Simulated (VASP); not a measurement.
# Pt (Pm-3n) in VASP: a series of runs, part 2 of 2

VASP 6.6.1. Earlier steps stand in the parts before.

## Step 3: Single point, PBE

Contents of INCAR:

```
ALGO = Normal ; EDIFF = 1E-6
ENCUT = 520 ; GGA = PE
ISIF = 2 ; ISMEAR = -1
LASPH = True ; LCHARG = False
LREAL = False ; LWAVE = False
NBANDS = 50 ; NELM = 60
PREC = Accurate ; SIGMA = 0.1
```

Contents of KPOINTS:

```
k-points
0
Gamma
  7 7 7
```

Contents of POSCAR:

```
Pt
1.0
    5.0664215062      0.0000000000      0.0000000000
    0.0000000000      5.0664215062      0.0000000000
    0.0000000000      0.0000000000      5.0664215062
Pt
8
Direct
    1.0000000000      1.0000000000      0.0000000000
    0.5000000000      0.5000000000      0.5000000000
    0.2500000000      1.0000000000      0.5000000000
    0.7500000000      1.0000000000      0.5000000000
    0.5000000000      0.2500000000      0.0000000000
    0.5000000000      0.7500000000      0.0000000000
    0.0000000000      0.5000000000      0.2500000000
    0.0000000000      0.5000000000      0.7500000000
```

Potentials or basis: VASP PAW PBE potentials, release 64 (Pt).

Launch:

```bash
$ cat potpaw_PBE.64/Pt/POTCAR > POTCAR
$ mpirun -np 1 vasp_std > vasp.out
```

OUTCAR:

```text
EDIFF = 1E-6
   ENCUT = 520
   GGA = PE
   ISIF = 2
   ISMEAR = -1
   LASPH = True
   LREAL = False
   NELM = 60
   PREC = Accurate

 ion  position               nearest neighbor table
   1  0.000  0.000  0.000-   3 2.83   4 2.83   5 2.83   6 2.83   7 2.83   8 2.83   3 2.83   4 2.83
                             7 2.83   8 2.83   5 2.83   6 2.83
   2  0.500  0.500  0.500-   3 2.83   4 2.83   5 2.83   6 2.83   7 2.83   8 2.83   5 2.83   6 2.83
                             3 2.83   4 2.83   7 2.83   8 2.83
   3  0.250  0.000  0.500-   4 2.53   4 2.53   1 2.83   1 2.83   2 2.83   2 2.83   8 3.10   5 3.10
                             5 3.10   6 3.10   6 3.10   7 3.10   8 3.10   7 3.10
   4  0.750  0.000  0.500-   3 2.53   3 2.53   1 2.83   1 2.83   2 2.83   2 2.83   8 3.10   5 3.10
                             5 3.10   6 3.10   6 3.10   7 3.10   8 3.10   7 3.10
   5  0.500  0.250  0.000-   6 2.53   6 2.53   1 2.83   2 2.83   2 2.83   1 2.83   8 3.10   4 3.10
                             3 3.10   4 3.10   3 3.10   7 3.10   7 3.10   8 3.10
   6  0.500  0.750  0.000-   5 2.53   5 2.53   1 2.83   2 2.83   2 2.83   1 2.83   8 3.10   4 3.10
                             3 3.10   4 3.10   3 3.10   7 3.10   7 3.10   8 3.10
   7  0.000  0.500  0.250-   8 2.53   8 2.53   1 2.83   2 2.83   1 2.83   2 2.83   3 3.10   4 3.10
                             5 3.10   3 3.10   4 3.10   6 3.10   5 3.10   6 3.10
   8  0.000  0.500  0.750-   7 2.53   7 2.53   1 2.83   2 2.83   1 2.83   2 2.83   3 3.10   4 3.10
                             5 3.10   3 3.10   4 3.10   6 3.10   5 3.10   6 3.10

  LATTYP: Found a simple cubic cell.
 ALAT       =     5.0664215062

  Lattice vectors:

 A1 = (   5.0664215062,   0.0000000000,   0.0000000000)
 A2 = (   0.0000000000,   5.0664215062,   0.0000000000)
 A3 = (   0.0000000000,   0.0000000000,   5.0664215062)

Analysis of symmetry for initial positions (statically):
=====================================================================
 Subroutine PRICEL returns:
 Original cell was already a primitive cell.

 Routine SETGRP: Setting up the symmetry group for a
 simple cubic supercell.

 Subroutine GETGRP returns: Found 48 space group operations
 (whereof 24 operations were pure point group operations)
 out of a pool of 48 trial point group operations.

The static configuration has the point symmetry T_h .
 The point group associated with its full space group is O_h .

Analysis of symmetry for dynamics (positions and initial velocities):
=====================================================================
 Subroutine PRICEL returns:
 Original cell was already a primitive cell.

 Routine SETGRP: Setting up the symmetry group for a
 simple cubic supercell.

 Subroutine GETGRP returns: Found 48 space group operations
 (whereof 24 operations were pure point group operations)
 out of a pool of 48 trial point group operations.

The dynamic configuration has the point symmetry T_h .
 The point group associated with its full space group is O_h .

 Subroutine INISYM returns: Found 48 space group operations
 (whereof 24 operations are pure point group operations),
 and found     1 'primitive' translations

----------------------------------------------------------------------------------------

                                     Primitive cell

  volume of cell :     130.0481

  direct lattice vectors                    reciprocal lattice vectors
[... 74 lines left out ...]
  0.428571  0.428571  0.285714     24.000000
  0.428571  0.428571  0.428571      8.000000
   k-points           NKPTS =     20   k-points in BZ     NKDIM =     20   number of bands    NBANDS=     50
   number of dos      NEDOS =    301   number of ions     NIONS =      8
   total plane-waves  NPLWV =  64000
   dimension x,y,z NGX =    40 NGY =   40 NGZ =   40
   dimension x,y,z NGXF=    80 NGYF=   80 NGZF=   80
   ions per type =               8
   NGX,Y,Z   is equivalent  to a cutoff of  13.13, 13.13, 13.13 a.u.
   NGXF,Y,Z  is equivalent  to a cutoff of  26.25, 26.25, 26.25 a.u.
 SYSTEM =  unknown system
   PREC   = accura    normal or accurate (medium, high low for compatibility)
   ISTART =      0    job   : 0-new  1-cont  2-samecut
   ICHARG =      2    charge: 1-file 2-atom 10-const
   ISPIN  =      1    spin polarized calculation?
   LNONCOLLINEAR =      F non collinear calculations
   LSORBIT =      F    spin-orbit coupling
   LASPH  =      T    aspherical Exc in radial PAW
   ENCUT  =  520.0 eV  38.22 Ry    6.18 a.u.   9.42  9.42  9.42*2*pi/ulx,y,z
   NELM   =     60;   NELMIN=  2; NELMDL= -5     # of ELM steps
   EDIFF  = 0.1E-05   stopping-criterion for ELM
   LREAL  =      F    real-space projection
   EDIFFG = 0.1E-04   stopping-criterion for IOM
   NSW    =      0    number of steps for IOM
   IBRION =     -1    ionic relax: 0-MD 1-quasi-New 2-CG
   NFREE  =      0    steps in history (QN), initial steepest desc. (CG)
   ISIF   =      2    stress and relaxation
   ISYM   =      2    0-nonsym 1-usesym 2-fastsym
   POTIM  = 0.5000    time-step for ionic-motion
   TEBEG  =    0.0;   TEEND  =   0.0 temperature during run
   PSTRESS=    0.0 pullay stress
   NELECT =      80.0000    total number of electrons
   NUPDOWN=      -1.0000    fix difference up-down
   EMIN   =  10.00;   EMAX   =-10.00  energy-range for DOS
   EFERMI =   0.00;   METHOD = LEGACY
   ISMEAR =    -1;   SIGMA  =   0.10  broadening in eV -4-tet -1-fermi 0-gaus
   EFERMI_NEDOS =   21; number of points for ismear=-14 and -15
   IALGO  =     38    algorithm
   IMIX   =      4    mixing-type and parameters
     AMIX     =   0.40;   BMIX     =  1.00
     AMIX_MAG =   1.60;   BMIX_MAG =  1.00
  volume/ion in A,a.u.               =      16.26       109.70
  Fermi-wavevector in a.u.,A,eV,Ry     =   1.392313  2.631090 26.375372  1.938535
  Thomas-Fermi vector in A             =   2.516068
   LORBIT       =      0    0 simple, 1 ext, 2 COOP (PROOUT), +10 PAW based schemes
   GGA     = PE    functional components
   LHFCALC =     F    Hartree Fock is set to
   AEXX    =    0.0000 exact exchange contribution
   IVDW    =     0    specifies the selected vdW correction
   LEPSILON=     F    determine dielectric tensor
   LRPA    =     F    only Hartree local field effects (RPA)
 non-spin polarized calculation
  energy-cutoff  :      520.00
  volume of cell :      130.05
 maximum number of plane-waves:      3531
 NGX is ok and might be reduce to    40
   NGX = 19   NGY = 19   NGZ = 19

 number of electron      80.0000002 magnetization

 Free energy of the ion-electron system (eV)
  ---------------------------------------------------
  ext. energy  EPLUGINS =         0.00000000
  ---------------------------------------------------
  free energy    TOTEN  =       -46.97070268 eV

  energy without entropy =      -46.52890537  energy(sigma->0) =      -46.74980402

 E-fermi :   9.8644     XC(G=0): -13.0192

 val. band max:        9.8610684023   @ k =   0.4286   0.4286   0.0000
 cond. band min:       9.8690679232   @ k =   0.4286   0.2857   0.0000
 fundamental gap:      0.0079995209
 Fermi energy:         9.8644038068

 k-point     1 :       0.0000    0.0000    0.0000
  band No.  band energies     occupation
      1       0.4584      2.00000
      2       3.0439      2.00000
      3       3.0439      2.00000
      4       4.1972      2.00000
      5       4.3925      2.00000
      6       4.5485      2.00000
[... 1049 lines left out ...]
     49      19.2223      0.00000
     50      19.6337      0.00000

------------------------ aborting loop because EDIFF is reached ----------------------------------------

  FORCE on cell =-STRESS in cart. coord.  units (eV):
  Direction    XX          YY          ZZ          XY          YZ          ZX
  --------------------------------------------------------------------------------------
  -------------------------------------------------------------------------------------
  Total       -0.4803390     -0.4803390     -0.4803390      0.0000000     -0.0000000     -0.0000000
  in kB       -5.9177211     -5.9177211     -5.9177211      0.0000000     -0.0000000     -0.0000000
  external PRESSURE =      -5.9177211 kB  Pullay stress =       0.0000000 kB

 VOLUME and BASIS-vectors are now :
 -----------------------------------------------------------------------------
  energy-cutoff  :      520.00
  volume of cell :      130.05
      direct lattice vectors                 reciprocal lattice vectors
     5.066421506  0.000000000  0.000000000     0.197377972  0.000000000  0.000000000
     0.000000000  5.066421506  0.000000000     0.000000000  0.197377972  0.000000000
     0.000000000  0.000000000  5.066421506     0.000000000  0.000000000  0.197377972

 POSITION                                       TOTAL-FORCE (eV/Angst)
 -----------------------------------------------------------------------------------
      0.00000      0.00000      0.00000        -0.000000     -0.000000      0.000000
      2.53321      2.53321      2.53321        -0.000000     -0.000000      0.000000
      1.26661      0.00000      2.53321        -0.000000     -0.000000      0.000000
      3.79982      0.00000      2.53321         0.000000      0.000000     -0.000000
      2.53321      1.26661      0.00000        -0.000000      0.000000     -0.000000
      2.53321      3.79982      0.00000         0.000000     -0.000000      0.000000
      0.00000      2.53321      1.26661        -0.000000      0.000000     -0.000000
      0.00000      2.53321      3.79982         0.000000      0.000000      0.000000
 -----------------------------------------------------------------------------------
    total drift:                               -0.000000     -0.000000      0.000000

  FREE ENERGIE OF THE ION-ELECTRON SYSTEM (eV)
  ---------------------------------------------------
  free  energy   TOTEN  =       -46.9707026803 eV

  energy  without entropy=      -46.5289053667  energy(sigma->0) =      -46.74980402
```

It took 2.5 min on 1 thread of Intel Xeon Platinum 8375C at 2.90GHz (Ice Lake), shared host; peak memory 0.29 GiB.

What came out:

| Property | Result |
| --- | --- |
| Free energy | -46.9707 eV |
| Pressure | -0.6 GPa |
| Band gap on the k mesh | zero (bands 40 and 41 overlap by 0.44 eV) |

Levels at points of the mesh, in eV from the Fermi level:
```
           k point  band 36  band 37  band 38  band 39  band 40  band 41  band 42  band 43  band 44  band 45
(0.00, 0.00, 0.00)    -0.19    -0.19    -0.19     0.17     0.17     0.17     2.32     2.32     2.32     3.14
```

Caveat: spin-orbit coupling is left out, which moves the levels of the heavy elements.

## Step 4: Relaxation of cell and atoms, PBE

This run uses another cell than the first one, of 15.09 Å³/atom.

Contents of INCAR:

```
SYSTEM = Pt
ALGO     = Normal         ! electronic algorithm
EDIFF    = 1E-6           ! SCF threshold, eV
EDIFFG   = -0.01          ! ionic threshold
ENCUT    = 600            ! plane-wave cutoff, eV
GGA      = PE             ! functional
IBRION   = 2              ! ionic algorithm
ISIF     = 3              ! what is computed and relaxed
ISMEAR   = -1             ! smearing method
LASPH    = .True.         ! aspherical terms in the spheres
LCHARG   = .False.        ! write CHGCAR
LREAL    = .False.        ! projectors in reciprocal space
LWAVE    = .False.        ! write WAVECAR
NELM     = 60             ! most SCF steps
NSW      = 80             ! ionic steps
PREC     = Accurate       ! precision mode
SIGMA    = 0.1            ! smearing width, eV
```

Contents of KPOINTS:

```
k-points
0
Gamma
  5 5 5
  0 0 0
```

Contents of POSCAR:

```
Pt
1.0
    4.9427962708      0.0000000000      0.0000000000
    0.0000000000      4.9427962708      0.0000000000
    0.0000000000      0.0000000000      4.9427962708
Pt
8
Direct
    0.0000000000      0.0000000000      0.0000000000
    0.5000000000      0.5000000000      0.5000000000
    0.2500000000      0.0000000000      0.5000000000
    0.7500000000      0.0000000000      0.5000000000
    0.5000000000      0.2500000000      0.0000000000
    0.5000000000      0.7500000000      0.0000000000
    0.0000000000      0.5000000000      0.2500000000
    0.0000000000      0.5000000000      0.7500000000
```

Launch:

```bash
$ cat potpaw_PBE.64/Pt/POTCAR > POTCAR
$ mpirun -np 1 vasp_std > vasp.out
```

It took 9.3 min on 1 thread of Intel Xeon Platinum 8375C at 2.90GHz (Ice Lake), shared host; peak memory 0.27 GiB.

It converged, with:

```
Free energy                           : -46.9203 eV
Relaxed volume                        : 16.22 Å³/atom
Relaxed cell                          : a = 5.063 Å, b = 5.063 Å, c = 5.063 Å, α = 90.00°, β = 90.00°, γ = 90.00°
Space group after relaxing (to 0.1 Å) : Pm-3n (No. 223)
Energy gained by relaxing             : 64.4 meV/atom
Ionic steps                           : 17
Pressure after relaxing               : 0.1 GPa
Band gap on the k mesh                : zero (bands 40 and 41 overlap by 0.40 eV)
```

The path:
```
step  energy change (eV)  largest force (eV/Å)  pressure (GPa)  volume (Å³)
   1              0.0000                0.0000           19.76       120.76
   2              2.0255                0.0000          -24.96       156.30
   3             -0.5125                0.0000           -1.19       130.49
   4             -0.5151                0.0000           -0.16       129.88
   5             -0.5151                0.0000            0.16       129.70
   6             -0.5151                0.0000            0.17       129.70
   7             -0.5151                0.0000            0.15       129.70
   8             -0.5151                0.0000            0.15       129.70
   9             -0.5151                0.0000            0.15       129.70
  10             -0.5151                0.0000            0.15       129.70
  11             -0.5151                0.0000            0.15       129.71
  12             -0.5151                0.0000            0.15       129.71
  13             -0.5151                0.0000            0.15       129.71
  14             -0.5151                0.0000            0.15       129.71
  15             -0.5151                0.0000            0.13       129.72
  16             -0.5151                0.0000            0.10       129.73
  17             -0.5151                0.0000            0.06       129.76
```

Final structure:
```yaml
crystal:
  lattice:
    - [5.06268, 0.00000, 0.00000]
    - [0.00000, 5.06268, 0.00000]
    - [0.00000, 0.00000, 5.06268]
  atoms:
    - { symbol: Pt, position: [0.00000, 0.00000, 0.00000] }
    - { symbol: Pt, position: [0.50000, 0.50000, 0.50000] }
    - { symbol: Pt, position: [0.25000, 0.00000, 0.50000] }
    - { symbol: Pt, position: [0.75000, 0.00000, 0.50000] }
    - { symbol: Pt, position: [0.50000, 0.25000, 0.00000] }
    - { symbol: Pt, position: [0.50000, 0.75000, 0.00000] }
    - { symbol: Pt, position: [0.00000, 0.50000, 0.25000] }
    - { symbol: Pt, position: [0.00000, 0.50000, 0.75000] }
```

Levels at points of the mesh, in eV from the Fermi level:
| k point | band 37 | band 38 | band 39 | band 40 | band 41 | band 42 | band 43 | band 44 |
| --- | --- | --- | --- | --- | --- | --- | --- | --- |
| (0.00, 0.00, 0.00) | -0.20 | -0.20 | 0.17 | 0.17 | 0.17 | 2.31 | 2.31 | 2.31 |

Caveat: spin-orbit coupling is left out, which moves the levels of the heavy elements.

## Step 5: Summary

```csv
task,cell,k mesh,cutoff (eV),gap on the mesh (eV),pressure (GPa)
single point,"a = 5.066 Å, 8 atoms",5 × 5 × 5,520,none,-0.5
single point,"a = 5.066 Å, 8 atoms",7 × 7 × 7,520,none,-0.6
relaxation of cell and atoms,"relaxed from a = 4.943 Å, 8 atoms",5 × 5 × 5,600,none,0.1
```

Alike in all rows: level PBE; potentials or basis VASP PAW PBE potentials, release 64 (Pt); no spin polarisation; smearing fermi-dirac 0.1 eV.

Caveats: spin-orbit coupling is left out, which moves the levels of the heavy elements.

Absolute energies hang on the potentials; compare differences alone.
